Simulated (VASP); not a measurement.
The system is NbH2.

```
Nb H
1.0
     0.00000    2.28000    2.28000
     2.28000    0.00000    2.28000
     2.28000    2.28000    0.00000
Nb H
1 2
Direct
  0.00000 0.00000 0.00000
  0.25000 0.25000 0.25000
  0.75000 0.75000 0.75000
```

- Program: VASP 6.6.1
- Task: relaxation of cell and atoms
- Functional: PBEsol
- Potentials or basis: VASP PAW PBE potentials, release 64 (Nb_sv, H)
- Cutoff: 500 eV
- k mesh: 7 × 7 × 7
- Occupations: methfessel-paxton, width 0.05 eV
- Spin: no spin polarisation

At the start: pressure -5.6 GPa; volume 7.90 Å³/atom.

Q: Where does the relaxation end?

A: Over 3 steps the energy falls by 4.2 meV/atom and the volume is 7.66 Å³/atom (-3.0 %); space group Fm-3m (No. 225, to 0.1 Å) before and after.

Step by step:
```
step  energy change (eV)  largest force (eV/Å)  pressure (GPa)  volume (Å³)
   1              0.0000                0.0000           -5.56        23.70
   2             -0.0114                0.0000            1.89        22.78
   3             -0.0127                0.0000            0.01        22.99
```

Final structure:
```
Nb H
1.0
     0.00000    2.25696    2.25696
     2.25696    0.00000    2.25696
     2.25696    2.25696    0.00000
Nb H
1 2
Direct
  0.00000 0.00000 0.00000
  0.25000 0.25000 0.25000
  0.75000 0.75000 0.75000
```

Caveat: the PAW data sets were made with another functional, which shifts forces and pressure a little.
